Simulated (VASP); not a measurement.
# Mn3O (Pm-3m) in VASP: a series of runs

Mn3O is run at these levels: PBE; tasks: single point, relaxation of cell and atoms.

Program: VASP 6.6.1. These are calculated values, not measurements. Logs are shortened: lines on timing, memory, paths and dates and some standing lists are left out, and cuts for length are marked.

**1. The cell of the first run**

It takes space group Pm-3m (No. 221, cubic). Conventional cell: a = 3.517 Å, b = 3.517 Å, c = 3.517 Å, α = 90.00°, β = 90.00°, γ = 90.00°. Within 3.3 Å of Mn (site symmetry 4/mmm) lie 8 Mn at 2.49 Å and 4 O at 2.49 Å. O (site symmetry m-3m) has 12 Mn at 2.49 Å within 3.3 Å.

**2. Single point, PBE, collinear spin, ferromagnetic start**

The input, INCAR:

```
SYSTEM = Mn3O
  ALGO = Normal
  EDIFF = 1E-6
  ENCUT = 520
  GGA = PE
  ISIF = 2
  ISMEAR = 0
  ISPIN = 2
  LASPH = .True.
  LCHARG = .False.
  LMAXMIX = 4
  LORBIT = 11
  LREAL = .False.
  LWAVE = .False.
  MAGMOM = 2.27 2.27 2.27 0.2
  NBANDS = 34
  NELM = 150
  PREC = Accurate
  SIGMA = 0.1
```

The input, KPOINTS:

```
k-points
0
Gamma
  6 6 6
  0 0 0
```

The input, POSCAR:

```
Mn3O
1.0
    3.5169904658      0.0000000000      0.0000000000
    0.0000000000      3.5169904658      0.0000000000
    0.0000000000      0.0000000000      3.5169904658
Mn O
3 1
Direct
    0.0000000000      0.5000000000      0.5000000000
    0.5000000000      0.0000000000      0.5000000000
    0.5000000000      0.5000000000      0.0000000000
    0.0000000000      0.0000000000      0.0000000000
```

Potentials or basis: VASP PAW PBE potentials, release 64 (Mn_pv, O).

Launch:

```sh
> cat potpaw_PBE.64/Mn_pv/POTCAR potpaw_PBE.64/O/POTCAR > POTCAR
> mpirun -np 1 vasp_std > vasp.out
```

OUTCAR:

```text
SYSTEM = Mn3O
   EDIFF = 1E-6
   ENCUT = 520
   GGA = PE
   ISIF = 2
   ISMEAR = 0
   ISPIN = 2
   LASPH = .True.
   LORBIT = 11
   LREAL = .False.
   NELM = 150
   PREC = Accurate

 ion  position               nearest neighbor table
   1  0.000  0.500  0.500-   2 2.49   3 2.49   4 2.49   3 2.49   4 2.49   2 2.49   4 2.49   4 2.49
                             2 2.49   3 2.49   3 2.49   2 2.49
   2  0.500  0.000  0.500-   1 2.49   3 2.49   4 2.49   3 2.49   4 2.49   1 2.49   3 2.49   3 2.49
                             1 2.49   4 2.49   4 2.49   1 2.49
   3  0.500  0.500  0.000-   1 2.49   2 2.49   4 2.49   1 2.49   2 2.49   2 2.49   4 2.49   2 2.49
                             1 2.49   4 2.49   1 2.49   4 2.49
   4  0.000  0.000  0.000-   1 2.49   2 2.49   3 2.49   1 2.49   2 2.49   1 2.49   3 2.49   1 2.49
                             2 2.49   3 2.49   2 2.49   3 2.49

  LATTYP: Found a simple cubic cell.
 ALAT       =     3.5169904658

  Lattice vectors:

 A1 = (   3.5169904658,   0.0000000000,   0.0000000000)
 A2 = (   0.0000000000,   3.5169904658,   0.0000000000)
 A3 = (   0.0000000000,   0.0000000000,   3.5169904658)

Analysis of symmetry for initial positions (statically):
=====================================================================
 Subroutine PRICEL returns:
 Original cell was already a primitive cell.

 Routine SETGRP: Setting up the symmetry group for a
 simple cubic supercell.

 Subroutine GETGRP returns: Found 48 space group operations
 (whereof 48 operations were pure point group operations)
 out of a pool of 48 trial point group operations.

The static configuration has the point symmetry O_h .

Analysis of symmetry for dynamics (positions and initial velocities):
=====================================================================
 Subroutine PRICEL returns:
 Original cell was already a primitive cell.

 Routine SETGRP: Setting up the symmetry group for a
 simple cubic supercell.

 Subroutine GETGRP returns: Found 48 space group operations
 (whereof 48 operations were pure point group operations)
 out of a pool of 48 trial point group operations.

The dynamic configuration has the point symmetry O_h .

Analysis of structural, dynamic, and magnetic symmetry:
=====================================================================
 Subroutine PRICEL returns:
 Original cell was already a primitive cell.

 Routine SETGRP: Setting up the symmetry group for a
 simple cubic supercell.
[... 129 lines left out ...]
   GGA     = PE    functional components
   LHFCALC =     F    Hartree Fock is set to
   AEXX    =    0.0000 exact exchange contribution
   IVDW    =     0    specifies the selected vdW correction
   LEPSILON=     F    determine dielectric tensor
   LRPA    =     F    only Hartree local field effects (RPA)
 spin polarized calculation
 Gauss-broadening in eV      SIGMA  =   0.10
  energy-cutoff  :      520.00
  volume of cell :       43.50
 maximum number of plane-waves:      1208
 NGX is ok and might be reduce to    28
   NGX = 13   NGY = 13   NGZ = 13

 number of electron      45.0000063 magnetization       6.3446246

 Free energy of the ion-electron system (eV)
  ---------------------------------------------------
  ext. energy  EPLUGINS =         0.00000000
  ---------------------------------------------------
  free energy    TOTEN  =       -29.79575143 eV

  energy without entropy =      -29.76841800  energy(sigma->0) =      -29.78208471

 E-fermi :   8.8486     XC(G=0): -13.0337

 val. band max:        8.8380052540   @ k =   0.5000   0.5000   0.0000
 cond. band min:       8.8492176173   @ k =   0.5000   0.1667   0.0000
 fundamental gap:      0.0112123633
 Fermi energy:         8.8485781120

 spin component 1

 k-point     1 :       0.0000    0.0000    0.0000
  band No.  band energies     occupation
      1     -40.0603      1.00000
      2     -40.0603      1.00000
      3     -40.0603      1.00000
      4     -39.7997      1.00000
      5     -39.7997      1.00000
      6     -39.7997      1.00000
[... 729 lines left out ...]
     33      16.0463      0.00000
     34      16.0463      0.00000
 Fermi energy:         8.8485781120

 spin component 2

 k-point     1 :       0.0000    0.0000    0.0000
  band No.  band energies     occupation
      1     -37.9959      1.00000
      2     -37.9959      1.00000
      3     -37.9959      1.00000
      4     -37.5275      1.00000
      5     -37.5275      1.00000
      6     -37.5275      1.00000
[... 729 lines left out ...]
     33      17.2454      0.00000
     34      17.2454      0.00000

------------------------ aborting loop because EDIFF is reached ----------------------------------------

  FORCE on cell =-STRESS in cart. coord.  units (eV):
  Direction    XX          YY          ZZ          XY          YZ          ZX
  --------------------------------------------------------------------------------------
  -------------------------------------------------------------------------------------
  Total        0.0581982      0.0581982      0.0581982     -0.0000000     -0.0000000     -0.0000000
  in kB        2.1434168      2.1434168      2.1434168     -0.0000000     -0.0000000     -0.0000000
  external PRESSURE =       2.1434168 kB  Pullay stress =       0.0000000 kB

 VOLUME and BASIS-vectors are now :
 -----------------------------------------------------------------------------
  energy-cutoff  :      520.00
  volume of cell :       43.50
      direct lattice vectors                 reciprocal lattice vectors
     3.516990466  0.000000000  0.000000000     0.284334009  0.000000000  0.000000000
     0.000000000  3.516990466  0.000000000     0.000000000  0.284334009  0.000000000
     0.000000000  0.000000000  3.516990466     0.000000000  0.000000000  0.284334009

 POSITION                                       TOTAL-FORCE (eV/Angst)
 -----------------------------------------------------------------------------------
      0.00000      1.75850      1.75850         0.000000      0.000000      0.000000
      1.75850      0.00000      1.75850         0.000000      0.000000      0.000000
      1.75850      1.75850      0.00000         0.000000      0.000000      0.000000
      0.00000      0.00000      0.00000         0.000000      0.000000      0.000000
 -----------------------------------------------------------------------------------
    total drift:                                0.000000      0.000000      0.000000

  FREE ENERGIE OF THE ION-ELECTRON SYSTEM (eV)
  ---------------------------------------------------
  free  energy   TOTEN  =       -29.7957514274 eV

  energy  without entropy=      -29.7684179966  energy(sigma->0) =      -29.78208471

 total charge

# of ion       s       p       d       tot
------------------------------------------
    1        0.343   6.248   5.206  11.797
    2        0.343   6.248   5.206  11.797
    3        0.343   6.248   5.206  11.797
    4        1.613   3.192   0.000   4.805
--------------------------------------------------
tot          2.643  21.937  15.618  40.197

 magnetization (x)

# of ion       s       p       d       tot
------------------------------------------
    1        0.001   0.008   1.986   1.995
    2        0.001   0.008   1.986   1.995
    3        0.001   0.008   1.986   1.995
    4        0.026   0.133   0.000   0.159
--------------------------------------------------
tot          0.029   0.157   5.957   6.143
```

OSZICAR:

```text
N       E                     dE             d eps       ncg     rms          rms(c)
DAV:   1     0.527190840408E+03    0.52719E+03   -0.24803E+04  2736   0.176E+03
DAV:   2     0.409252383471E+01   -0.52310E+03   -0.49359E+03  2724   0.499E+02
DAV:   3    -0.324574822571E+02   -0.36550E+02   -0.34491E+02  2972   0.140E+02
DAV:   4    -0.333080363813E+02   -0.85055E+00   -0.84049E+00  2846   0.209E+01
DAV:   5    -0.333172568660E+02   -0.92205E-02   -0.92200E-02  2816   0.242E+00    0.216E+01
DAV:   6    -0.345367828999E+02   -0.12195E+01   -0.37508E+01  3180   0.563E+01    0.229E+01
DAV:   7    -0.297464234854E+02    0.47904E+01   -0.16405E+01  3262   0.297E+01    0.533E+00
DAV:   8    -0.297780939986E+02   -0.31671E-01   -0.12965E+00  2760   0.703E+00    0.336E+00
DAV:   9    -0.297951931730E+02   -0.17099E-01   -0.22087E-01  2836   0.314E+00    0.225E+00
DAV:  10    -0.298027869436E+02   -0.75938E-02   -0.26408E-02  2832   0.130E+00    0.141E+00
DAV:  11    -0.297953399499E+02    0.74470E-02   -0.12671E-02  3426   0.952E-01    0.599E-01
DAV:  12    -0.297956215348E+02   -0.28158E-03   -0.53424E-03  3088   0.498E-01    0.203E-01
DAV:  13    -0.297957468308E+02   -0.12530E-03   -0.12277E-03  2872   0.351E-01    0.947E-02
DAV:  14    -0.297957468303E+02    0.50932E-09   -0.88420E-05  2898   0.896E-02    0.329E-02
DAV:  15    -0.297957507775E+02   -0.39472E-05   -0.10895E-05  2604   0.255E-02    0.119E-02
DAV:  16    -0.297957514274E+02   -0.64992E-06   -0.15785E-06  1980   0.107E-02
   1 F= -.29795751E+02 E0= -.29782085E+02  d E =-.273334E-01  mag=     6.3460
```

stdout:

```text
POSCAR found type information on POSCAR MnO
 POSCAR found :  2 types and       4 ions
 scaLAPACK will be used
 LDA part: xc-table for (Slater+PW92), standard interpolation
 POSCAR, INCAR and KPOINTS ok, starting setup
 FFT: planning ... GRIDC
 FFT: planning ... GRID_SOFT
 FFT: planning ... GRID
 WAVECAR not read
 entering main loop
```

It took 89 s on 1 thread of Intel Xeon Platinum 8259CL at 2.50GHz (Skylake/Cascade Lake), shared host; peak memory 0.19 GiB.

Results:

| Property | Result |
| --- | --- |
| Free energy | -29.7958 eV |
| Pressure | 0.2 GPa |
| Net moment | 6.34 μB per cell |
| Site moments | Mn +2.00; O +0.16 μB |
| Valence electrons inside the program's atomic spheres | Mn 11.80; O 4.80 |

Caveat: only a ferromagnetic start was run, and an antiferromagnetic order may lie lower in energy. With open d or f shells a metallic result of PBE can be an artefact of self-interaction; +U or a hybrid may open a gap.

**3. Relaxation of cell and atoms, PBE, collinear spin, ferromagnetic start**

This run uses another cell than the first one, of 11.39 Å³/atom.

The input, INCAR:

```
PREC = Accurate ; ENCUT = 600
EDIFF = 1E-6 ; ISMEAR = 0
SIGMA = 0.1 ; LREAL = False
LASPH = True ; NELM = 150
ALGO = Normal ; ISIF = 3
LWAVE = False ; LCHARG = False
ISPIN = 2 ; MAGMOM = 2.27 2.27 2.27 0.2
LORBIT = 11 ; LMAXMIX = 4
GGA = PE ; IBRION = 2
NSW = 90 ; EDIFFG = -0.04
```

The input, KPOINTS:

```
regular mesh
0
Gamma
  6 6 6
```

The input, POSCAR:

```
Mn3O
1.0
    3.5717365912      0.0000000000      0.0000000000
    0.0000000000      3.5717365912      0.0000000000
    0.0000000000      0.0000000000      3.5717365912
Mn O
3 1
Direct
    0.0000000000      0.5000000000      0.5000000000
    0.5000000000      0.0000000000      0.5000000000
    0.5000000000      0.5000000000      0.0000000000
    0.0000000000      0.0000000000      0.0000000000
```

Potentials or basis: VASP PAW PBE potentials, release 64 (Mn_pv, O).

Launch:

```sh
> cat potpaw_PBE.64/Mn_pv/POTCAR potpaw_PBE.64/O/POTCAR > POTCAR
> mpirun -np 1 vasp_std > vasp.out
```

OUTCAR:

```text
PREC = Accurate
   ENCUT = 600
   EDIFF = 1E-6
   ISMEAR = 0
   LREAL = False
   LASPH = True
   NELM = 150
   ISIF = 3
   ISPIN = 2
   LORBIT = 11
   GGA = PE
   IBRION = 2
   NSW = 90
   EDIFFG = -0.04

 ion  position               nearest neighbor table
   1  0.000  0.500  0.500-   2 2.53   3 2.53   4 2.53   3 2.53   4 2.53   2 2.53   4 2.53   4 2.53
                             2 2.53   3 2.53   3 2.53   2 2.53
   2  0.500  0.000  0.500-   1 2.53   3 2.53   4 2.53   3 2.53   4 2.53   1 2.53   3 2.53   3 2.53
                             1 2.53   4 2.53   4 2.53   1 2.53
   3  0.500  0.500  0.000-   1 2.53   2 2.53   4 2.53   1 2.53   2 2.53   2 2.53   4 2.53   2 2.53
                             1 2.53   4 2.53   1 2.53   4 2.53
   4  0.000  0.000  0.000-   1 2.53   2 2.53   3 2.53   1 2.53   2 2.53   1 2.53   3 2.53   1 2.53
                             2 2.53   3 2.53   2 2.53   3 2.53

  LATTYP: Found a simple cubic cell.
 ALAT       =     3.5717365912

  Lattice vectors:

 A1 = (   3.5717365912,   0.0000000000,   0.0000000000)
[... 288 lines left out ...]
  band No.  band energies     occupation
      1     -40.0626      1.00000
      2     -40.0626      1.00000
      3     -40.0626      1.00000
      4     -39.8023      1.00000
      5     -39.8023      1.00000
      6     -39.8023      1.00000
[... 669 lines left out ...]
     30      15.0842      0.00000
     31      15.0842      0.00000
 Fermi energy:         8.8463585087

 spin component 2

 k-point     1 :       0.0000    0.0000    0.0000
  band No.  band energies     occupation
      1     -37.9969      1.00000
      2     -37.9969      1.00000
      3     -37.9969      1.00000
      4     -37.5290      1.00000
      5     -37.5290      1.00000
      6     -37.5290      1.00000
[... 700 lines left out ...]
  FREE ENERGIE OF THE ION-ELECTRON SYSTEM (eV)
  ---------------------------------------------------
  free  energy   TOTEN  =       -29.7993083255 eV

  energy  without entropy=      -29.7720207660  energy(sigma->0) =      -29.78566455

 reached required accuracy - stopping structural energy minimisation

 total charge

# of ion       s       p       d       tot
------------------------------------------
    1        0.343   6.248   5.206  11.797
    2        0.343   6.248   5.206  11.797
    3        0.343   6.248   5.206  11.797
    4        1.609   3.194   0.000   4.803
--------------------------------------------------
tot          2.639  21.938  15.618  40.195

 magnetization (x)

# of ion       s       p       d       tot
------------------------------------------
    1        0.001   0.008   1.987   1.996
    2        0.001   0.008   1.987   1.996
    3        0.001   0.008   1.987   1.996
    4        0.026   0.133   0.000   0.159
--------------------------------------------------
tot          0.029   0.157   5.960   6.147
```

CONTCAR:

```text
Mn3O
   1.00000000000000
     3.5171727968731963   -0.0000000000000000   -0.0000000000000000
    -0.0000000000000000    3.5171727968731963   -0.0000000000000000
    -0.0000000000000000    0.0000000000000000    3.5171727968731963
  Mn              O
     3     1
Direct
     0.0000000000000000    0.5000000000000000    0.5000000000000000
     0.5000000000000000    0.0000000000000000    0.5000000000000000
     0.5000000000000000    0.5000000000000000    0.0000000000000000
     0.0000000000000000    0.0000000000000000    0.0000000000000000

  0.00000000E+00  0.00000000E+00  0.00000000E+00
  0.00000000E+00  0.00000000E+00  0.00000000E+00
  0.00000000E+00  0.00000000E+00  0.00000000E+00
  0.00000000E+00  0.00000000E+00  0.00000000E+00
```

It took 5.1 min on 1 thread of Intel Xeon Platinum 8259CL at 2.50GHz (Skylake/Cascade Lake), shared host; peak memory 0.21 GiB.

Results:

```yaml
Free_energy: -29.7993 eV
Relaxed_volume: 10.88 Å³/atom
Relaxed_cell: a = 3.517 Å, b = 3.517 Å, c = 3.517 Å, α = 90.00°, β = 90.00°, γ = 90.00°
Space_group_after_relaxing_to_0.1_Å: Pm-3m (No. 221)
Energy_gained_by_relaxing: 10.6 meV/atom
Ionic_steps: 3
Pressure_after_relaxing: 0.1 GPa
Net_moment: 6.35 μB per cell
Site_moments: Mn +2.00; O +0.16 μB
Valence_electrons_inside_the_program's_atomic_spheres: Mn 11.80; O 4.80
```

Step by step:
| step | energy change (eV) | largest force (eV/Å) | pressure (GPa) | volume (Å³) |
| --- | --- | --- | --- | --- |
| 1 | 0.0000 | 0.0000 | -6.35 | 45.57 |
| 2 | -0.0341 | 0.0000 | 3.07 | 42.65 |
| 3 | -0.0424 | 0.0000 | 0.07 | 43.51 |

Final structure:
```xyz
4
Lattice="3.5172 0.0000 0.0000 0.0000 3.5172 0.0000 0.0000 0.0000 3.5172" Properties=species:S:1:pos:R:3 pbc="T T T"
Mn    0.0000    1.7586    1.7586
Mn    1.7586    0.0000    1.7586
Mn    1.7586    1.7586    0.0000
O     0.0000    0.0000    0.0000
```

Caveat: only a ferromagnetic start was run, and an antiferromagnetic order may lie lower in energy. With open d or f shells a metallic result of PBE can be an artefact of self-interaction; +U or a hybrid may open a gap.
